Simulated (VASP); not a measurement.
# MgS (F-43m) in VASP: a series of runs

The runs below take MgS through single point, with PBEsol.

All numbers are computed with VASP 6.6.1; they aren't measurements. Logs are shortened: lines on timing, memory, paths and dates and some standing lists are left out, and cuts for length are marked.

### Step 1. The cell of the first run

Symmetry: F-43m, No. 216, cubic system. Conventional cell: a = 5.652 Å, b = 5.652 Å, c = 5.652 Å, α = 90.00°, β = 90.00°, γ = 90.00°. Within 3.2 Å of Mg (site symmetry -43m) lie 4 S at 2.45 Å. Within 3.2 Å of S (site symmetry -43m) lie 4 Mg at 2.45 Å.

### Step 2. Single point, PBEsol

INCAR

```
SYSTEM = MgS
  PREC = Accurate
  ENCUT = 600
  EDIFF = 1E-6
  ISMEAR = 0
  SIGMA = 0.02
  LREAL = .FALSE.
  LASPH = .TRUE.
  NELM = 120
  ALGO = Normal
  ISIF = 2
  LWAVE = .FALSE.
  LCHARG = .FALSE.
  GGA = PS
  NBANDS = 11
  GGA_COMPAT = .FALSE.
```

KPOINTS

```
Automatic mesh
0
G
  8 8 8
  0 0 0
```

POSCAR

```
MgS
1.0
    0.0000000000      2.8257734853      2.8257734853
    2.8257734853      0.0000000000      2.8257734853
    2.8257734853      2.8257734853      0.0000000000
Mg S
1 1
Direct
    0.0000000000      0.0000000000      0.0000000000
    0.2500000000      0.2500000000      0.2500000000
```

Potentials or basis: VASP PAW PBE potentials, release 64 (Mg, S).

On the command line:

```sh
$ cat potpaw_PBE.64/Mg/POTCAR potpaw_PBE.64/S/POTCAR > POTCAR
$ mpirun -np 1 vasp_std > vasp.out
```

OUTCAR:

```text
SYSTEM = MgS
   PREC = Accurate
   ENCUT = 600
   EDIFF = 1E-6
   ISMEAR = 0
   LREAL = .FALSE.
   LASPH = .TRUE.
   NELM = 120
   ISIF = 2
   GGA = PS

 ion  position               nearest neighbor table
   1  0.000  0.000  0.000-   2 2.45   2 2.45   2 2.45   2 2.45
   2  0.250  0.250  0.250-   1 2.45   1 2.45   1 2.45   1 2.45

  LATTYP: Found a face centered cubic cell.
 ALAT       =     5.6515469706

  Lattice vectors:

 A1 = (   0.0000000000,   2.8257734853,   2.8257734853)
 A2 = (   2.8257734853,   0.0000000000,   2.8257734853)
 A3 = (   2.8257734853,   2.8257734853,   0.0000000000)

Analysis of symmetry for initial positions (statically):
=====================================================================
 Subroutine PRICEL returns:
 Original cell was already a primitive cell.

 Routine SETGRP: Setting up the symmetry group for a
 face centered cubic supercell.

 Subroutine GETGRP returns: Found 24 space group operations
 (whereof 24 operations were pure point group operations)
 out of a pool of 48 trial point group operations.

The static configuration has the point symmetry T_d .

Analysis of symmetry for dynamics (positions and initial velocities):
=====================================================================
 Subroutine PRICEL returns:
 Original cell was already a primitive cell.

 Routine SETGRP: Setting up the symmetry group for a
 face centered cubic supercell.

 Subroutine GETGRP returns: Found 24 space group operations
 (whereof 24 operations were pure point group operations)
 out of a pool of 48 trial point group operations.

The dynamic configuration has the point symmetry T_d .

 Subroutine INISYM returns: Found 24 space group operations
 (whereof 24 operations are pure point group operations),
 and found     1 'primitive' translations

----------------------------------------------------------------------------------------

                                     Primitive cell

  volume of cell :      45.1276

  direct lattice vectors                    reciprocal lattice vectors
     0.000000000  2.825773485  2.825773485    -0.176942704  0.176942704  0.176942704
     2.825773485  0.000000000  2.825773485     0.176942704 -0.176942704  0.176942704
     2.825773485  2.825773485  0.000000000     0.176942704  0.176942704 -0.176942704

  length of vectors
     3.996247187  3.996247187  3.996247187     0.306473753  0.306473753  0.306473753

  position of ions in fractional coordinates (direct lattice)
     0.000000000  0.000000000  0.000000000
     0.250000000  0.250000000  0.250000000

  ion indices of the primitive-cell ions
   primitive index   ion index
                 1           1
                 2           2

----------------------------------------------------------------------------------------

 KPOINTS: Automatic mesh

Automatic generation of k-mesh.
 Grid dimensions read from file:
 generate k-points for:    8    8    8

 Generating k-lattice:

  Cartesian coordinates                     Fractional coordinates (reciprocal lattice)
    -0.022117838  0.022117838  0.022117838     0.125000000  0.000000000  0.000000000
     0.022117838 -0.022117838  0.022117838     0.000000000  0.125000000  0.000000000
     0.022117838  0.022117838 -0.022117838     0.000000000  0.000000000  0.125000000

  Length of vectors
     0.038309219  0.038309219  0.038309219

  Shift w.r.t. Gamma in fractional coordinates (k-lattice)
     0.000000000  0.000000000  0.000000000

 Subroutine IBZKPT returns following result:
 ===========================================

 Found     29 irreducible k-points:

 Following reciprocal coordinates:
            Coordinates               Weight
  0.000000  0.000000  0.000000      1.000000
  0.125000  0.000000  0.000000      8.000000
  0.250000  0.000000  0.000000      8.000000
  0.375000  0.000000  0.000000      8.000000
  0.500000  0.000000  0.000000      4.000000
  0.125000  0.125000  0.000000      6.000000
[... 16 lines left out ...]
  0.500000  0.250000  0.125000     48.000000
 -0.375000  0.250000  0.125000     24.000000
 [... further k-points ...]
   k-points           NKPTS =     29   k-points in BZ     NKDIM =     29   number of bands    NBANDS=     11
   number of dos      NEDOS =    301   number of ions     NIONS =      2
   total plane-waves  NPLWV =  32768
   dimension x,y,z NGX =    32 NGY =   32 NGZ =   32
   dimension x,y,z NGXF=    64 NGYF=   64 NGZF=   64
   ions per type =               1   1
   NGX,Y,Z   is equivalent  to a cutoff of  13.31, 13.31, 13.31 a.u.
   NGXF,Y,Z  is equivalent  to a cutoff of  26.62, 26.62, 26.62 a.u.
 SYSTEM =  MgS
   PREC   = accura    normal or accurate (medium, high low for compatibility)
   ISTART =      0    job   : 0-new  1-cont  2-samecut
   ICHARG =      2    charge: 1-file 2-atom 10-const
   ISPIN  =      1    spin polarized calculation?
   LNONCOLLINEAR =      F non collinear calculations
   LSORBIT =      F    spin-orbit coupling
   LASPH  =      T    aspherical Exc in radial PAW
   ENCUT  =  600.0 eV  44.10 Ry    6.64 a.u.   7.98  7.98  7.98*2*pi/ulx,y,z
   NELM   =    120;   NELMIN=  2; NELMDL= -5     # of ELM steps
   EDIFF  = 0.1E-05   stopping-criterion for ELM
   LREAL  =      F    real-space projection
   EDIFFG = 0.1E-04   stopping-criterion for IOM
   NSW    =      0    number of steps for IOM
   IBRION =     -1    ionic relax: 0-MD 1-quasi-New 2-CG
   NFREE  =      0    steps in history (QN), initial steepest desc. (CG)
   ISIF   =      2    stress and relaxation
   ISYM   =      2    0-nonsym 1-usesym 2-fastsym
   POTIM  = 0.5000    time-step for ionic-motion
   TEBEG  =    0.0;   TEEND  =   0.0 temperature during run
   PSTRESS=    0.0 pullay stress
   NELECT =       8.0000    total number of electrons
   NUPDOWN=      -1.0000    fix difference up-down
   EMIN   =  10.00;   EMAX   =-10.00  energy-range for DOS
   EFERMI =   0.00;   METHOD = LEGACY
   ISMEAR =     0;   SIGMA  =   0.02  broadening in eV -4-tet -1-fermi 0-gaus
   EFERMI_NEDOS =   21; number of points for ismear=-14 and -15
   IALGO  =     38    algorithm
   IMIX   =      4    mixing-type and parameters
     AMIX     =   0.40;   BMIX     =  1.00
     AMIX_MAG =   1.60;   BMIX_MAG =  1.00
  volume/ion in A,a.u.               =      22.56       152.27
  Fermi-wavevector in a.u.,A,eV,Ry     =   0.919653  1.737893 11.507294  0.845762
  Thomas-Fermi vector in A             =   2.044871
   LORBIT       =      0    0 simple, 1 ext, 2 COOP (PROOUT), +10 PAW based schemes
   GGA     = PS    functional components
   LHFCALC =     F    Hartree Fock is set to
   AEXX    =    0.0000 exact exchange contribution
   IVDW    =     0    specifies the selected vdW correction
   LEPSILON=     F    determine dielectric tensor
   LRPA    =     F    only Hartree local field effects (RPA)
 non-spin polarized calculation
 Gauss-broadening in eV      SIGMA  =   0.02
  energy-cutoff  :      600.00
  volume of cell :       45.13
 maximum number of plane-waves:      1540
   NGX = 15   NGY = 15   NGZ = 15

 number of electron       8.0000000 magnetization

 Free energy of the ion-electron system (eV)
  ---------------------------------------------------
  ext. energy  EPLUGINS =         0.00000000
  ---------------------------------------------------
  free energy    TOTEN  =        -8.91806681 eV

  energy without entropy =       -8.91806681  energy(sigma->0) =       -8.91806681

 E-fermi :   1.1638     XC(G=0):  -8.5979

 val. band max:        1.0352196187   @ k =   0.0000   0.0000   0.0000
 cond. band min:       4.3580576520   @ k =   0.0000   0.0000   0.0000
 fundamental gap:      3.3228380333
 Fermi energy:         1.1637710033

 k-point     1 :       0.0000    0.0000    0.0000
  band No.  band energies     occupation
      1     -10.2521      2.00000
      2       1.0352      2.00000
      3       1.0352      2.00000
      4       1.0352      2.00000
      5       4.3581      0.00000
      6       8.9219      0.00000
      7       8.9219      0.00000
      8       8.9219      0.00000
      9      11.8304      0.00000
     10      11.8304      0.00000
     11      14.6267      0.00000

 k-point     2 :       0.1250    0.0000    0.0000
  band No.  band energies     occupation
      1     -10.1624      2.00000
      2       0.3310      2.00000
      3       0.9810      2.00000
      4       0.9810      2.00000
      5       5.0347      0.00000
      6       8.7275      0.00000
      7       9.1008      0.00000
      8       9.1008      0.00000
      9      11.3485      0.00000
     10      11.3485      0.00000
     11      13.9771      0.00000

 k-point     3 :       0.2500    0.0000    0.0000
  band No.  band energies     occupation
      1      -9.9299      2.00000
      2      -0.8658      2.00000
      3       0.8586      2.00000
      4       0.8586      2.00000
      5       5.8982      0.00000
      6       8.7448      0.00000
      7       9.1278      0.00000
      8       9.1278      0.00000
      9      11.3989      0.00000
     10      11.3989      0.00000
     11      13.1151      0.00000

 k-point     4 :       0.3750    0.0000    0.0000
  band No.  band energies     occupation
      1      -9.6689      2.00000
      2      -1.8090      2.00000
      3       0.7466      2.00000
      4       0.7466      2.00000
      5       6.0792      0.00000
      6       8.7585      0.00000
      7       8.7585      0.00000
      8       9.2685      0.00000
      9      12.7169      0.00000
     10      12.7169      0.00000
     11      13.1431      0.00000

 k-point     5 :       0.5000    0.0000    0.0000
  band No.  band energies     occupation
      1      -9.5502      2.00000
      2      -2.1672      2.00000
      3       0.7029      2.00000
      4       0.7029      2.00000
      5       6.0501      0.00000
      6       8.5842      0.00000
      7       8.5842      0.00000
      8       9.4846      0.00000
      9      13.7853      0.00000
     10      14.2142      0.00000
     11      14.2142      0.00000
[... 211 lines left out ...]
 k-point    21 :       0.5000    0.5000    0.0000
  band No.  band energies     occupation
      1      -9.3240      2.00000
      2      -1.8321      2.00000
      3      -0.0201      2.00000
      4      -0.0201      2.00000
      5       4.7407      0.00000
      6       6.5876      0.00000
      7      12.1166      0.00000
      8      13.2401      0.00000
      9      13.2401      0.00000
     10      14.9474      0.00000
     11      14.9484      0.00000

 k-point    22 :       0.3750    0.2500    0.1250
  band No.  band energies     occupation
      1      -9.7497      2.00000
      2      -1.0730      2.00000
      3       0.1702      2.00000
      4       0.6501      2.00000
      5       6.6215      0.00000
      6       7.9196      0.00000
      7       8.5199      0.00000
      8      10.1823      0.00000
      9      10.6920      0.00000
     10      13.3832      0.00000
     11      15.3477      0.00000

 k-point    23 :       0.5000    0.2500    0.1250
  band No.  band energies     occupation
      1      -9.5330      2.00000
      2      -1.5838      2.00000
      3      -0.1871      2.00000
      4       0.4696      2.00000
      5       6.8902      0.00000
      6       7.7206      0.00000
      7       8.8605      0.00000
      8      10.0150      0.00000
      9      11.8352      0.00000
     10      14.4704      0.00000
     11      15.0563      0.00000

 k-point    24 :      -0.3750    0.2500    0.1250
  band No.  band energies     occupation
      1      -9.4365      2.00000
      2      -1.8048      2.00000
      3      -0.2933      2.00000
      4       0.3726      2.00000
      5       6.9672      0.00000
      6       7.4307      0.00000
      7       9.7156      0.00000
      8       9.8099      0.00000
      9      12.3739      0.00000
     10      13.7906      0.00000
     11      15.2124      0.00000

 [... further k-points ...]

------------------------ aborting loop because EDIFF is reached ----------------------------------------

  FORCE on cell =-STRESS in cart. coord.  units (eV):
  Direction    XX          YY          ZZ          XY          YZ          ZX
  --------------------------------------------------------------------------------------
  -------------------------------------------------------------------------------------
  Total       -0.0181507     -0.0181507     -0.0181507      0.0000000      0.0000000     -0.0000000
  in kB       -0.6444100     -0.6444100     -0.6444100      0.0000000      0.0000000     -0.0000000
  external PRESSURE =      -0.6444100 kB  Pullay stress =       0.0000000 kB

 VOLUME and BASIS-vectors are now :
 -----------------------------------------------------------------------------
  energy-cutoff  :      600.00
  volume of cell :       45.13
      direct lattice vectors                 reciprocal lattice vectors
     0.000000000  2.825773485  2.825773485    -0.176942704  0.176942704  0.176942704
     2.825773485  0.000000000  2.825773485     0.176942704 -0.176942704  0.176942704
     2.825773485  2.825773485  0.000000000     0.176942704  0.176942704 -0.176942704

 POSITION                                       TOTAL-FORCE (eV/Angst)
 -----------------------------------------------------------------------------------
      0.00000      0.00000      0.00000         0.000000     -0.000000     -0.000000
      1.41289      1.41289      1.41289        -0.000000      0.000000      0.000000
 -----------------------------------------------------------------------------------
    total drift:                               -0.000000     -0.000000     -0.000000

  FREE ENERGIE OF THE ION-ELECTRON SYSTEM (eV)
  ---------------------------------------------------
  free  energy   TOTEN  =        -8.9180668112 eV

  energy  without entropy=       -8.9180668112  energy(sigma->0) =       -8.91806681
```

Wall time 9.7 s (1 thread of Intel Xeon Platinum 8488C (Sapphire Rapids), shared host); peak memory 0.18 GiB.

Results:

| Item | Value |
| --- | --- |
| Free energy | -8.9181 eV |
| Pressure | -0.1 GPa |
| Band gap on the k mesh | 3.32 eV |

Levels at points of the mesh, in eV from the valence-band top:
| k point | band 1 | band 2 | band 3 | band 4 | band 5 | band 6 | band 7 | band 8 | band 9 |
| --- | --- | --- | --- | --- | --- | --- | --- | --- | --- |
| (0.00, 0.00, 0.00) | -11.29 | 0.00 | 0.00 | 0.00 | 3.32 | 7.89 | 7.89 | 7.89 | 10.80 |
| (0.50, 0.00, 0.00) | -10.59 | -3.20 | -0.33 | -0.33 | 5.01 | 7.55 | 7.55 | 8.45 | 12.75 |
| (0.50, 0.50, 0.00) | -10.36 | -2.87 | -1.06 | -1.06 | 3.71 | 5.55 | 11.08 | 12.20 | 12.20 |

Caveat: the PAW data sets were made with another functional, which shifts forces and pressure a little. A k mesh can miss the band edges.

### Step 3. Single point, PBEsol

INCAR

```
PREC = Accurate
ENCUT = 600
EDIFF = 1E-6
ISMEAR = 0
SIGMA = 0.02
LREAL = False
LASPH = True
NELM = 120
ALGO = Normal
ISIF = 2
LWAVE = False
LCHARG = False
GGA = PS
NBANDS = 11
GGA_COMPAT = False
```

KPOINTS

```
regular mesh
0
Gamma
  8 8 8
```

POSCAR is that of step 2.

Potentials or basis: VASP PAW PBE potentials, release 64 (Mg, S).

On the command line:

```sh
$ cat potpaw_PBE.64/Mg/POTCAR potpaw_PBE.64/S/POTCAR > POTCAR
$ mpirun -np 1 vasp_std > vasp.out
```

Run time: 11 s. Hardware: 1 thread of Intel Xeon Platinum 8488C (Sapphire Rapids), shared host; peak memory 0.18 GiB.

It converged, with:

```
Free energy            : -8.9181 eV
Pressure               : -0.1 GPa
Band gap on the k mesh : 3.32 eV
```

Levels at points of the mesh, in eV from the valence-band top:
| k point | band 2 | band 3 | band 4 | band 5 | band 6 | band 7 |
| --- | --- | --- | --- | --- | --- | --- |
| (0.00, 0.00, 0.00) | 0.00 | 0.00 | 0.00 | 3.32 | 7.89 | 7.89 |
| (0.50, 0.00, 0.00) | -3.20 | -0.33 | -0.33 | 5.01 | 7.55 | 7.55 |
| (0.50, 0.50, 0.00) | -2.87 | -1.06 | -1.06 | 3.71 | 5.55 | 11.08 |

Caveat: the PAW data sets were made with another functional, which shifts forces and pressure a little.
